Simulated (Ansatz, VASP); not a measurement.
## Au: VASP beside Ansatz

INCAR

```
SYSTEM = Au
PREC     = Accurate       ! precision mode
ENCUT    = 520            ! plane-wave cutoff, eV
EDIFF    = 1E-7           ! SCF threshold, eV
ISMEAR   = 0              ! smearing method
SIGMA    = 0.15           ! smearing width, eV
LREAL    = .False.        ! projectors in reciprocal space
LASPH    = .True.         ! aspherical terms in the spheres
NELM     = 80             ! most SCF steps
ALGO     = Fast           ! electronic algorithm
ISIF     = 2              ! what is computed and relaxed
LWAVE    = .False.        ! write WAVECAR
LCHARG   = .True.         ! write CHGCAR
GGA      = PS             ! functional
LELF     = .True.         ! ELF
LVHAR    = .True.       
NBANDS   = 18             ! bands
```

File KPOINTS:

```
Automatic mesh
0
Gamma
  24 24 12
  0 0 0
```

The input POSCAR:

```
Au
1.0
    2.8651901210      0.0000000000      0.0000000000
   -1.4325950605      2.4813274315      0.0000000000
    0.0000000000      0.0000000000      4.7905780137
Au
2
Direct
    0.3333333333      0.6666666667      0.7500000000
    0.6666666667      0.3333333333      0.2500000000
```

Input for Ansatz:

```yaml
crystal:
  lattice:
    - [2.8651901204, 0.0, 0.0]
    - [-1.4325950602, 2.4813274309, 0.0]
    - [0.0, 0.0, 4.7905779961]
  atoms:
    - { symbol: Au, position: [0.3333333333, 0.6666666667, 0.75] }
    - { symbol: Au, position: [0.6666666667, 0.3333333333, 0.25] }
basis:
  ecutwfc: 420
kpoints:
  mp_grid: { grid: [24, 24, 12] }
hamiltonian:
  xc: pbesol
scf:
  occupations: { method: gaussian, width: 0.15 }
output:
  forces: true
  stress: true
  eigenvalues: true
```

Alike in both runs: task single point; functional PBEsol; k mesh 24 × 24 × 12; occupations gaussian, width 0.15 eV; no spin polarisation.

```csv
,VASP,Ansatz
version,VASP 6.6.1,Ansatz 0.2.0
potentials or method,"VASP PAW PBE potentials, release 64 (Au), cutoff 520 eV","scalar-relativistic, plane waves, PAW"
valence electrons in the cell,22,38
```

|  | VASP | Ansatz | Ansatz less VASP |
| --- | --- | --- | --- |
| gap on the k mesh at the Fermi level (eV) | none | none | - |
| pressure (GPa) | -0.3 | 0.0 | +0.28 |

VASP's potentials were made for PBE, not for PBEsol. A gap of «none» marks a metal or a gap that the smearing closes. With one functional, cell and mesh, what is left measures potentials, basis and numerics. VASP's potentials hold 22 valence electrons a cell and Ansatz's 38, so a difference there can come from the potentials and not from the codes.

Spin-orbit coupling is off throughout.
